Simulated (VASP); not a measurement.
# SiO2 (I-42d) in VASP: a series of runs

Runs on SiO2. Level: LDA. Tasks: single point.

Everything below comes from runs of VASP 6.6.1. Logs are shortened: lines on timing, memory, paths and dates and some standing lists are left out, and cuts for length are marked.

## (1) The cell of the first run

Symmetry: I-42d, No. 122, tetragonal system. The conventional cell has a = 5.305 Å, b = 5.305 Å, c = 6.280 Å, α = 90.00°, β = 90.00°, γ = 90.00°. Si (site symmetry -4) has 4 O at 1.63 Å within 2.2 Å. O (site symmetry 2) has 2 Si at 1.63 Å within 2.2 Å.

## (2) Single point, LDA

INCAR reads:

```
SYSTEM = SiO2
PREC = Accurate ; ENCUT = 520
EDIFF = 1E-6 ; ISMEAR = 0
SIGMA = 0.05 ; LREAL = .False.
LASPH = .True. ; NELM = 100
ALGO = Normal ; ISIF = 2
LWAVE = .False. ; LCHARG = .False.
GGA = CA ; NBANDS = 25
```

KPOINTS reads:

```
Automatic mesh
0
Gamma
  8 8 8
  0 0 0
```

POSCAR reads:

```
SiO2
1.0
   -2.6526471301      2.6526471301      3.1400191290
    2.6526471301     -2.6526471301      3.1400191290
    2.6526471301      2.6526471301     -3.1400191290
Si O
2 4
Direct
    0.0000000000      0.0000000000      0.0000000000
    0.7500000000      0.2500000000      0.5000000000
    0.9742769968      0.6250000000      0.8492769968
    0.3750000000      0.2242769968      0.3492769968
    0.7757230032      0.1250000000      0.1507230032
    0.8750000000      0.0257230032      0.6507230032
```

Potentials or basis: VASP PAW LDA potentials, release 64 (Si, O).

The run is started by

```bash
$ cat potpaw_LDA.64/Si/POTCAR potpaw_LDA.64/O/POTCAR > POTCAR
$ mpirun -np 1 vasp_std > vasp.out
```

OUTCAR:

```text
SYSTEM = SiO2
   PREC = Accurate
   ENCUT = 520
   EDIFF = 1E-6
   ISMEAR = 0
   LREAL = .False.
   LASPH = .True.
   NELM = 100
   ISIF = 2
   GGA = CA

 ion  position               nearest neighbor table
   1  0.000  0.000  0.000-   3 1.63   4 1.63   5 1.63   6 1.63   2 3.08   2 3.08   2 3.08   2 3.08

   2  0.750  0.250  0.500-   3 1.63   4 1.63   5 1.63   6 1.63   1 3.08   1 3.08   1 3.08   1 3.08

   3  0.974  0.625  0.849-   1 1.63   2 1.63
   4  0.375  0.224  0.349-   1 1.63   2 1.63
   5  0.776  0.125  0.151-   1 1.63   2 1.63
   6  0.875  0.026  0.651-   1 1.63   2 1.63

  LATTYP: Found a body centered tetragonal cell.
 ALAT       =     5.3052942602
 C/A-ratio  =     1.1837304304

  Lattice vectors:

 A1 = (  -2.6526471301,   2.6526471301,   3.1400191290)
 A2 = (   2.6526471301,  -2.6526471301,   3.1400191290)
 A3 = (   2.6526471301,   2.6526471301,  -3.1400191290)

Analysis of symmetry for initial positions (statically):
=====================================================================
 Subroutine PRICEL returns:
 Original cell was already a primitive cell.

 Routine SETGRP: Setting up the symmetry group for a
 body centered tetragonal supercell.

 Subroutine GETGRP returns: Found  8 space group operations
 (whereof  4 operations were pure point group operations)
 out of a pool of 16 trial point group operations.

The static configuration has the point symmetry S_4 .
 The point group associated with its full space group is D_2d.

Analysis of symmetry for dynamics (positions and initial velocities):
=====================================================================
 Subroutine PRICEL returns:
 Original cell was already a primitive cell.

 Routine SETGRP: Setting up the symmetry group for a
 body centered tetragonal supercell.

 Subroutine GETGRP returns: Found  8 space group operations
 (whereof  4 operations were pure point group operations)
 out of a pool of 16 trial point group operations.

The dynamic configuration has the point symmetry S_4 .
 The point group associated with its full space group is D_2d.

 Subroutine INISYM returns: Found  8 space group operations
 (whereof  4 operations are pure point group operations),
 and found     1 'primitive' translations

----------------------------------------------------------------------------------------

                                     Primitive cell

  volume of cell :      88.3794

  direct lattice vectors                    reciprocal lattice vectors
    -2.652647130  2.652647130  3.140019129     0.000000000  0.188490958  0.159234699
     2.652647130 -2.652647130  3.140019129     0.188490958  0.000000000  0.159234699
     2.652647130  2.652647130 -3.140019129     0.188490958  0.188490958  0.000000000

  length of vectors
     4.892115465  4.892115465  4.892115465     0.246747909  0.246747909  0.266566470

  position of ions in fractional coordinates (direct lattice)
     0.000000000  0.000000000  0.000000000
     0.750000000  0.250000000  0.500000000
     0.974276997  0.625000000  0.849276997
     0.375000000  0.224276997  0.349276997
     0.775723003  0.125000000  0.150723003
     0.875000000  0.025723003  0.650723003

  ion indices of the primitive-cell ions
   primitive index   ion index
                 1           1
                 2           2
                 3           3
                 4           4
                 5           5
                 6           6

----------------------------------------------------------------------------------------

 KPOINTS: Automatic mesh

Automatic generation of k-mesh.
 Grid dimensions read from file:
 generate k-points for:    8    8    8

 Generating k-lattice:

  Cartesian coordinates                     Fractional coordinates (reciprocal lattice)
     0.000000000  0.023561370  0.019904337     0.125000000  0.000000000  0.000000000
     0.023561370  0.000000000  0.019904337     0.000000000  0.125000000  0.000000000
     0.023561370  0.023561370  0.000000000     0.000000000  0.000000000  0.125000000

  Length of vectors
     0.030843489  0.030843489  0.033320809

  Shift w.r.t. Gamma in fractional coordinates (k-lattice)
     0.000000000  0.000000000  0.000000000

 Subroutine IBZKPT returns following result:
 ===========================================

 Found     59 irreducible k-points:

 Following reciprocal coordinates:
            Coordinates               Weight
  0.000000  0.000000  0.000000      1.000000
  0.125000  0.000000 -0.000000      8.000000
  0.250000  0.000000 -0.000000      8.000000
  0.375000  0.000000 -0.000000      8.000000
  0.500000  0.000000 -0.000000      4.000000
  0.125000  0.125000 -0.000000      8.000000
[... 16 lines left out ...]
  0.250000  0.125000  0.125000     16.000000
  0.375000  0.125000  0.125000      8.000000
 [... further k-points ...]
   k-points           NKPTS =     59   k-points in BZ     NKDIM =     59   number of bands    NBANDS=     25
   number of dos      NEDOS =    301   number of ions     NIONS =      6
   total plane-waves  NPLWV =  46656
   dimension x,y,z NGX =    36 NGY =   36 NGZ =   36
   dimension x,y,z NGXF=    72 NGYF=   72 NGZF=   72
   ions per type =               2   4
   NGX,Y,Z   is equivalent  to a cutoff of  12.23, 12.23, 12.23 a.u.
   NGXF,Y,Z  is equivalent  to a cutoff of  24.47, 24.47, 24.47 a.u.
 SYSTEM =  SiO2
   PREC   = accura    normal or accurate (medium, high low for compatibility)
   ISTART =      0    job   : 0-new  1-cont  2-samecut
   ICHARG =      2    charge: 1-file 2-atom 10-const
   ISPIN  =      1    spin polarized calculation?
   LNONCOLLINEAR =      F non collinear calculations
   LSORBIT =      F    spin-orbit coupling
   LASPH  =      T    aspherical Exc in radial PAW
   ENCUT  =  520.0 eV  38.22 Ry    6.18 a.u.   9.10  9.10  9.10*2*pi/ulx,y,z
   NELM   =    100;   NELMIN=  2; NELMDL= -5     # of ELM steps
   EDIFF  = 0.1E-05   stopping-criterion for ELM
   LREAL  =      F    real-space projection
[... 7 lines left out ...]
   TEBEG  =    0.0;   TEEND  =   0.0 temperature during run
   PSTRESS=    0.0 pullay stress
   NELECT =      32.0000    total number of electrons
   NUPDOWN=      -1.0000    fix difference up-down
   EMIN   =  10.00;   EMAX   =-10.00  energy-range for DOS
   EFERMI =   0.00;   METHOD = LEGACY
   ISMEAR =     0;   SIGMA  =   0.05  broadening in eV -4-tet -1-fermi 0-gaus
   EFERMI_NEDOS =   21; number of points for ismear=-14 and -15
   IALGO  =     38    algorithm
   IMIX   =      4    mixing-type and parameters
     AMIX     =   0.40;   BMIX     =  1.00
     AMIX_MAG =   1.60;   BMIX_MAG =  1.00
  volume/ion in A,a.u.               =      14.73        99.40
  Fermi-wavevector in a.u.,A,eV,Ry     =   1.166830  2.204990 18.524240  1.361493
  Thomas-Fermi vector in A             =   2.303338
   LORBIT       =      0    0 simple, 1 ext, 2 COOP (PROOUT), +10 PAW based schemes
   GGA     = CA    functional components
   LHFCALC =     F    Hartree Fock is set to
   AEXX    =    0.0000 exact exchange contribution
   IVDW    =     0    specifies the selected vdW correction
   LEPSILON=     F    determine dielectric tensor
   LRPA    =     F    only Hartree local field effects (RPA)
 non-spin polarized calculation
 Gauss-broadening in eV      SIGMA  =   0.05
  energy-cutoff  :      520.00
  volume of cell :       88.38
 maximum number of plane-waves:      2401
   NGX = 19   NGY = 19   NGZ = 19

 number of electron      31.9999976 magnetization

 Free energy of the ion-electron system (eV)
  ---------------------------------------------------
  ext. energy  EPLUGINS =         0.00000000
  ---------------------------------------------------
  free energy    TOTEN  =       -51.47441615 eV

  energy without entropy =      -51.47441615  energy(sigma->0) =      -51.47441615

 E-fermi :  -0.2645     XC(G=0):  -8.8611

 val. band max:       -0.5181702184   @ k =   0.0000   0.0000   0.0000
 cond. band min:       4.8841014018   @ k =   0.0000   0.0000   0.0000
 fundamental gap:      5.4022716202
 Fermi energy:        -0.2645295779

 k-point     1 :       0.0000    0.0000    0.0000
  band No.  band energies     occupation
      1     -19.4189      2.00000
      2     -17.3870      2.00000
      3     -17.3870      2.00000
      4     -16.8422      2.00000
      5      -9.6095      2.00000
      6      -6.1909      2.00000
[... 17 lines left out ...]
     24      11.9982      0.00000
     25      12.1937      0.00000

 k-point     2 :       0.1250    0.0000   -0.0000
  band No.  band energies     occupation
      1     -19.3691      2.00000
      2     -17.4346      2.00000
      3     -17.3933      2.00000
      4     -16.8861      2.00000
      5      -9.4877      2.00000
      6      -6.1956      2.00000
[... 17 lines left out ...]
     24      11.8931      0.00000
     25      12.1280      0.00000

 k-point     3 :       0.2500    0.0000   -0.0000
  band No.  band energies     occupation
      1     -19.2314      2.00000
      2     -17.5883      2.00000
      3     -17.4081      2.00000
      4     -16.9667      2.00000
      5      -9.1745      2.00000
      6      -6.2405      2.00000
[... 17 lines left out ...]
     24      11.7801      0.00000
     25      12.0335      0.00000

 k-point     4 :       0.3750    0.0000   -0.0000
  band No.  band energies     occupation
      1     -19.0529      2.00000
      2     -17.8074      2.00000
      3     -17.4227      2.00000
      4     -17.0184      2.00000
      5      -8.8202      2.00000
      6      -6.3436      2.00000
[... 17 lines left out ...]
     24      11.8066      0.00000
     25      12.2160      0.00000

 k-point     5 :       0.5000    0.0000   -0.0000
  band No.  band energies     occupation
      1     -18.9556      2.00000
      2     -17.9262      2.00000
      3     -17.4287      2.00000
      4     -17.0338      2.00000
      5      -8.6541      2.00000
      6      -6.4090      2.00000
[... 17 lines left out ...]
     24      11.8132      0.00000
     25      12.7568      0.00000

 k-point     6 :       0.1250    0.1250   -0.0000
  band No.  band energies     occupation
      1     -19.2844      2.00000
      2     -17.5225      2.00000
      3     -17.3839      2.00000
      4     -16.9671      2.00000
      5      -9.2902      2.00000
      6      -6.2449      2.00000
[... 17 lines left out ...]
     24      11.8347      0.00000
     25      11.9842      0.00000
[... 393 lines left out ...]
 k-point    21 :       0.5000    0.5000   -0.0000
  band No.  band energies     occupation
      1     -18.5324      2.00000
      2     -18.5324      2.00000
      3     -17.1614      2.00000
      4     -17.1614      2.00000
      5      -7.7702      2.00000
      6      -7.7702      2.00000
[... 17 lines left out ...]
     24      11.4795      0.00000
     25      12.2865      0.00000

 k-point    22 :       0.1250    0.1250    0.1250
  band No.  band energies     occupation
      1     -19.1195      2.00000
      2     -17.8094      2.00000
      3     -17.3367      2.00000
      4     -16.9896      2.00000
      5      -8.9256      2.00000
      6      -6.6031      2.00000
[... 17 lines left out ...]
     24      11.5922      0.00000
     25      11.8859      0.00000

 k-point    23 :       0.2500    0.1250    0.1250
  band No.  band energies     occupation
      1     -18.9430      2.00000
      2     -18.0268      2.00000
      3     -17.3193      2.00000
      4     -17.0459      2.00000
      5      -8.5738      2.00000
      6      -6.8197      2.00000
[... 17 lines left out ...]
     24      11.3590      0.00000
     25      12.5010      0.00000

 k-point    24 :       0.3750    0.1250    0.1250
  band No.  band energies     occupation
      1     -18.8394      2.00000
      2     -18.1465      2.00000
      3     -17.3140      2.00000
      4     -17.0679      2.00000
      5      -8.3896      2.00000
      6      -6.9440      2.00000
[... 17 lines left out ...]
     24      11.2386      0.00000
     25      13.1958      0.00000

 [... further k-points ...]
[... 5 lines left out ...]
  --------------------------------------------------------------------------------------
  -------------------------------------------------------------------------------------
  Total       -3.8395697     -3.8395697      1.3539420      0.0000000     -0.0000000      0.0000000
  in kB      -69.6052319    -69.6052319     24.5447938      0.0000000     -0.0000000      0.0000000
  external PRESSURE =     -38.2218900 kB  Pullay stress =       0.0000000 kB

 VOLUME and BASIS-vectors are now :
 -----------------------------------------------------------------------------
  energy-cutoff  :      520.00
  volume of cell :       88.38
      direct lattice vectors                 reciprocal lattice vectors
    -2.652647130  2.652647130  3.140019129     0.000000000  0.188490958  0.159234699
     2.652647130 -2.652647130  3.140019129     0.188490958  0.000000000  0.159234699
     2.652647130  2.652647130 -3.140019129     0.188490958  0.188490958  0.000000000

 POSITION                                       TOTAL-FORCE (eV/Angst)
 -----------------------------------------------------------------------------------
      0.00000      0.00000      0.00000        -0.000000      0.000000      0.000000
      0.00000      2.65265      1.57001        -0.000000      0.000000     -0.000000
      1.32632      3.17934      2.35501        -0.000000     -0.346707     -0.000000
      0.52669      1.32632      0.78500        -0.346707      0.000000     -0.000000
     -1.32632      2.12595      2.35501        -0.000000      0.346707     -0.000000
     -0.52669      3.97897      0.78500         0.346707      0.000000     -0.000000
 -----------------------------------------------------------------------------------
    total drift:                                0.000002      0.000002      0.000002

  FREE ENERGIE OF THE ION-ELECTRON SYSTEM (eV)
  ---------------------------------------------------
  free  energy   TOTEN  =       -51.4744161510 eV

  energy  without entropy=      -51.4744161510  energy(sigma->0) =      -51.47441615
```

Wall time 65 s (1 thread of AMD EPYC 9R45 (Zen 5), shared host); peak memory 0.19 GiB.

What came out:

```yaml
Free_energy: -51.4744 eV
Pressure: -3.8 GPa
Largest_force: 0.347 eV/Å
Band_gap_on_the_k_mesh: 5.40 eV
```

Forces on the atoms (eV/Å):
```
Si   0.000  0.000  0.000
Si   0.000  0.000  0.000
O    0.000 -0.347  0.000
O   -0.347  0.000  0.000
O    0.000  0.347  0.000
O    0.347  0.000  0.000
```

Levels at points of the mesh, in eV from the valence-band top:
| k point | band 14 | band 15 | band 16 | band 17 | band 18 | band 19 |
| --- | --- | --- | --- | --- | --- | --- |
| (0.00, 0.00, 0.00) | -0.50 | 0.00 | 0.00 | 5.40 | 7.82 | 10.40 |
| (0.50, 0.00, 0.00) | -0.81 | -0.31 | -0.14 | 7.58 | 8.70 | 9.17 |
| (0.50, 0.50, 0.00) | -0.92 | -0.15 | -0.15 | 8.40 | 8.40 | 9.65 |
| (0.50, 0.50, 0.50) | -1.37 | -0.56 | -0.56 | 8.70 | 8.70 | 9.99 |

Caveat: the stress differs along the axes, from -7 to 2 GPa. A k mesh can miss the band edges.

(Part 1 of 2 ends here.)
